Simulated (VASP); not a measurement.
# Os (P6_3/mmc) in VASP: a series of runs, part 2 of 2

VASP 6.6.1.

## (5) Single point, r2SCAN

Input file POSCAR:

```
Os
1.0
    2.7341000000      0.0000000000      0.0000000000
   -1.3670500000      2.3678000565      0.0000000000
    0.0000000000      0.0000000000      4.3197000000
Os
2
Direct
    0.6666666667      0.3333333333      0.7500000000
    0.3333333333      0.6666666667      0.2500000000
```

Input file INCAR.step1:

```
PREC = Accurate
ENCUT = 520
ISMEAR = -1
SIGMA = 0.05
LREAL = False
LASPH = True
NELM = 60
NBANDS = 15
GGA = PE
ALGO = Normal
EDIFF = 1E-4
LWAVE = True
LCHARG = False
```

Input file INCAR.step2:

```
PREC = Accurate
ENCUT = 520
EDIFF = 1E-6
ISMEAR = -1
SIGMA = 0.05
LREAL = False
LASPH = True
NELM = 60
ALGO = Normal
ISIF = 2
LWAVE = False
LCHARG = True
METAGGA = R2SCAN
LMIXTAU = True
LELF = True
LVHAR = True
NBANDS = 15
ISTART = 1
```

Input file KPOINTS:

```
Automatic mesh
0
Gamma
  6 6 4
```

Potentials or basis: VASP PAW PBE potentials, release 64 (Os).

Launch:

```sh
$ cat potpaw_PBE.64/Os/POTCAR > POTCAR
$ cp INCAR.step1 INCAR
$ mpirun -np 1 vasp_std > vasp.out
$ cp INCAR.step2 INCAR
$ mpirun -np 1 vasp_std > vasp.out
```

OUTCAR:

```text
PREC = Accurate
   ENCUT = 520
   EDIFF = 1E-6
   ISMEAR = -1
   LREAL = False
   LASPH = True
   NELM = 60
   ISIF = 2
   METAGGA = R2SCAN
   ISTART = 1

 ion  position               nearest neighbor table
   1  0.667  0.333  0.750-   2 2.68   2 2.68   2 2.68   2 2.68   2 2.68   2 2.68
   2  0.333  0.667  0.250-   1 2.68   1 2.68   1 2.68   1 2.68   1 2.68   1 2.68

  LATTYP: Found a hexagonal cell.
 ALAT       =     2.7341000000
 C/A-ratio  =     1.5799348963

  Lattice vectors:

 A1 = (   2.7341000000,   0.0000000000,   0.0000000000)
 A2 = (  -1.3670500000,   2.3678000565,   0.0000000000)
 A3 = (   0.0000000000,   0.0000000000,   4.3197000000)

Analysis of symmetry for initial positions (statically):
=====================================================================
 Subroutine PRICEL returns:
 Original cell was already a primitive cell.

 Routine SETGRP: Setting up the symmetry group for a
 hexagonal supercell.

 Subroutine GETGRP returns: Found 24 space group operations
 (whereof 12 operations were pure point group operations)
 out of a pool of 24 trial point group operations.

The static configuration has the point symmetry D_3d.
 The point group associated with its full space group is D_6h.

Analysis of symmetry for dynamics (positions and initial velocities):
=====================================================================
 Subroutine PRICEL returns:
 Original cell was already a primitive cell.

 Routine SETGRP: Setting up the symmetry group for a
 hexagonal supercell.

 Subroutine GETGRP returns: Found 24 space group operations
 (whereof 12 operations were pure point group operations)
 out of a pool of 24 trial point group operations.

The dynamic configuration has the point symmetry D_3d.
 The point group associated with its full space group is D_6h.

 Subroutine INISYM returns: Found 24 space group operations
 (whereof 12 operations are pure point group operations),
 and found     1 'primitive' translations

----------------------------------------------------------------------------------------

                                     Primitive cell

  volume of cell :      27.9649

  direct lattice vectors                    reciprocal lattice vectors
     2.734100000  0.000000000  0.000000000     0.365751070  0.211166479  0.000000000
    -1.367050000  2.367800057  0.000000000     0.000000000  0.422332957  0.000000000
     0.000000000  0.000000000  4.319700000     0.000000000  0.000000000  0.231497558

  length of vectors
     2.734100000  2.734100000  4.319700000     0.422332957  0.422332957  0.231497558

  position of ions in fractional coordinates (direct lattice)
     0.666666667  0.333333333  0.750000000
     0.333333333  0.666666667  0.250000000

  ion indices of the primitive-cell ions
   primitive index   ion index
                 1           1
                 2           2

----------------------------------------------------------------------------------------

 KPOINTS: Automatic mesh

Automatic generation of k-mesh.
 Grid dimensions read from file:
 generate k-points for:    6    6    4

 Generating k-lattice:

  Cartesian coordinates                     Fractional coordinates (reciprocal lattice)
     0.060958512  0.035194413  0.000000000     0.166666667 -0.000000000  0.000000000
[... 38 lines left out ...]
   number of dos      NEDOS =    301   number of ions     NIONS =      2
   total plane-waves  NPLWV =  12800
   dimension x,y,z NGX =    20 NGY =   20 NGZ =   32
   dimension x,y,z NGXF=    40 NGYF=   40 NGZF=   64
   ions per type =               2
   NGX,Y,Z   is equivalent  to a cutoff of  12.16, 12.16, 12.32 a.u.
   NGXF,Y,Z  is equivalent  to a cutoff of  24.32, 24.32, 24.63 a.u.
 SYSTEM =  unknown system
   PREC   = accura    normal or accurate (medium, high low for compatibility)
   ISTART =      1    job   : 0-new  1-cont  2-samecut
   ICHARG =      0    charge: 1-file 2-atom 10-const
   ISPIN  =      1    spin polarized calculation?
   LNONCOLLINEAR =      F non collinear calculations
   LSORBIT =      F    spin-orbit coupling
   LASPH  =      T    aspherical Exc in radial PAW
   ENCUT  =  520.0 eV  38.22 Ry    6.18 a.u.   5.08  5.08  8.03*2*pi/ulx,y,z
   NELM   =     60;   NELMIN=  2; NELMDL=  0     # of ELM steps
   EDIFF  = 0.1E-05   stopping-criterion for ELM
   LREAL  =      F    real-space projection
   EDIFFG = 0.1E-04   stopping-criterion for IOM
   NSW    =      0    number of steps for IOM
   IBRION =     -1    ionic relax: 0-MD 1-quasi-New 2-CG
   NFREE  =      0    steps in history (QN), initial steepest desc. (CG)
   ISIF   =      2    stress and relaxation
   ISYM   =      2    0-nonsym 1-usesym 2-fastsym
   POTIM  = 0.5000    time-step for ionic-motion
   TEBEG  =    0.0;   TEEND  =   0.0 temperature during run
   PSTRESS=    0.0 pullay stress
   NELECT =      16.0000    total number of electrons
   NUPDOWN=      -1.0000    fix difference up-down
   EMIN   =  10.00;   EMAX   =-10.00  energy-range for DOS
   EFERMI =   0.00;   METHOD = LEGACY
   ISMEAR =    -1;   SIGMA  =   0.05  broadening in eV -4-tet -1-fermi 0-gaus
   EFERMI_NEDOS =   21; number of points for ismear=-14 and -15
   IALGO  =     38    algorithm
   IMIX   =      4    mixing-type and parameters
     AMIX     =   0.40;   BMIX     =  1.00
     AMIX_MAG =   1.60;   BMIX_MAG =  1.00
  volume/ion in A,a.u.               =      13.98        94.36
  Fermi-wavevector in a.u.,A,eV,Ry     =   1.359076  2.568282 25.131161  1.847088
  Thomas-Fermi vector in A             =   2.485855
   LORBIT       =      0    0 simple, 1 ext, 2 COOP (PROOUT), +10 PAW based schemes
   METAGGA = R2SCAN    functional components
   LHFCALC =     F    Hartree Fock is set to
   AEXX    =    0.0000 exact exchange contribution
   IVDW    =     0    specifies the selected vdW correction
   LEPSILON=     F    determine dielectric tensor
   LRPA    =     F    only Hartree local field effects (RPA)
 non-spin polarized calculation
  energy-cutoff  :      520.00
  volume of cell :       27.96
 maximum number of plane-waves:       768
   NGX = 11   NGY = 11   NGZ = 17

 number of electron      15.9999999 magnetization

 Free energy of the ion-electron system (eV)
  ---------------------------------------------------
  ext. energy  EPLUGINS =         0.00000000
  ---------------------------------------------------
  free energy    TOTEN  =      -105.93274934 eV

  energy without entropy =     -105.91736346  energy(sigma->0) =     -105.92505640

 E-fermi :   9.6091     XC(G=0): -15.4006

 val. band max:        9.4108439988   @ k =   0.3333   0.0000   0.2500
 cond. band min:       9.6341198759   @ k =   0.3333   0.3333   0.2500
 fundamental gap:      0.2232758771
 Fermi energy:         9.6091407532

 k-point     1 :       0.0000    0.0000    0.0000
  band No.  band energies     occupation
      1      -2.1709      2.00000
      2       1.1206      2.00000
      3       6.0804      2.00000
      4       6.0804      2.00000
      5       6.3534      2.00000
      6       6.9475      2.00000
      7       6.9475      2.00000
      8       7.6161      2.00000
      9       7.6161      2.00000
     10       9.2757      1.99746
     11      11.0052      0.00000
     12      11.0052      0.00000
     13      18.8360      0.00000
     14      24.0470      0.00000
[... 347 lines left out ...]
      2       3.1602      2.00000
      3       4.0877      2.00000
      4       4.0877      2.00000
      5       5.6458      2.00000
      6       5.6458      2.00000
      7       7.8277      2.00000
      8       7.8277      2.00000
      9      10.9687      0.00000
     10      10.9687      0.00000
     11      17.9688      0.00000
     12      17.9688      0.00000
     13      19.2284      0.00000
     14      19.2284      0.00000
     15      21.0959      0.00000

------------------------ aborting loop because EDIFF is reached ----------------------------------------

  FORCE on cell =-STRESS in cart. coord.  units (eV):
  Direction    XX          YY          ZZ          XY          YZ          ZX
  --------------------------------------------------------------------------------------
  -------------------------------------------------------------------------------------
  Total        0.8866056      0.8866056     -0.3220111     -0.0000000      0.0000000     -0.0000000
  in kB       50.7958279     50.7958279    -18.4488129     -0.0000000      0.0000000     -0.0000000
  external PRESSURE =      27.7142810 kB  Pullay stress =       0.0000000 kB

 VOLUME and BASIS-vectors are now :
 -----------------------------------------------------------------------------
  energy-cutoff  :      520.00
  volume of cell :       27.96
      direct lattice vectors                 reciprocal lattice vectors
     2.734100000  0.000000000  0.000000000     0.365751070  0.211166479  0.000000000
    -1.367050000  2.367800057  0.000000000     0.000000000  0.422332957  0.000000000
     0.000000000  0.000000000  4.319700000     0.000000000  0.000000000  0.231497558

 POSITION                                       TOTAL-FORCE (eV/Angst)
 -----------------------------------------------------------------------------------
      1.36705      0.78927      3.23977         0.000000      0.000000      0.000000
     -0.00000      1.57853      1.07993         0.000000      0.000000      0.000000
 -----------------------------------------------------------------------------------
    total drift:                               -0.000000      0.000000     -0.000000

  FREE ENERGIE OF THE ION-ELECTRON SYSTEM (eV)
  ---------------------------------------------------
  free  energy   TOTEN  =      -105.9327493376 eV

  energy  without entropy=     -105.9173634616  energy(sigma->0) =     -105.92505640
```

OSZICAR.step1:

```text
N       E                     dE             d eps       ncg     rms          rms(c)
DAV:   1     0.110266142976E+03    0.11027E+03   -0.74517E+03   630   0.103E+03
DAV:   2    -0.183627976258E+02   -0.12863E+03   -0.11090E+03   630   0.327E+02
DAV:   3    -0.237891321095E+02   -0.54263E+01   -0.51895E+01   819   0.607E+01
DAV:   4    -0.238316812900E+02   -0.42549E-01   -0.42460E-01   686   0.555E+00
DAV:   5    -0.238319065771E+02   -0.22529E-03   -0.22528E-03   861   0.383E-01    0.235E+01
DAV:   6    -0.227534806774E+02    0.10784E+01   -0.86497E-01   798   0.792E+00    0.107E+01
DAV:   7    -0.224191411031E+02    0.33434E+00   -0.63558E-01   798   0.666E+00    0.489E-01
DAV:   8    -0.224130326783E+02    0.61084E-02   -0.63748E-03   630   0.588E-01    0.284E-01
DAV:   9    -0.224106359653E+02    0.23967E-02   -0.12723E-03   756   0.364E-01    0.492E-02
DAV:  10    -0.224106639761E+02   -0.28011E-04   -0.57056E-05   413   0.694E-02
   1 F= -.22410664E+02 E0= -.22402741E+02  d E =-.158460E-01
```

It took 37 s on 1 thread of Intel Xeon Platinum 8375C at 2.90GHz (Ice Lake), shared host; peak memory 0.14 GiB.

What came out:

```yaml
Free_energy: -105.9327 eV
Pressure: 2.8 GPa
Band_gap_on_the_k_mesh: zero (band 8 reaches 11.36 eV, above the bottom of band 9 at 7.61 eV)
```

Stress tensor (GPa, compression positive):
```
 5.08  0.00  0.00
 0.00  5.08  0.00
 0.00  0.00 -1.84
```

Caveat: the k points lie up to 0.44 Å⁻¹ apart; the PAW data sets were made with another functional, which shifts forces and pressure a little; spin-orbit coupling is left out, which moves the levels of the heavy elements.

## (6) Overview

```tsv
level	gap on the mesh (eV)	pressure (GPa)
RPBE	none	13.3
revPBE	none	12.2
BLYP	none	30.4
r2SCAN	none	2.8
```

Alike in all rows: task single point; potentials or basis VASP PAW PBE potentials, release 64 (Os); no spin polarisation; cell as given; k mesh 6 × 6 × 4; cutoff (eV) 520; smearing fermi-dirac 0.05 eV.

Caveats: all runs use coarse meshes; the PAW data sets were made with another functional, which shifts forces and pressure a little; spin-orbit coupling is left out, which moves the levels of the heavy elements.

Total energies depend on the potentials used, so only differences within one code and one set of settings carry meaning.
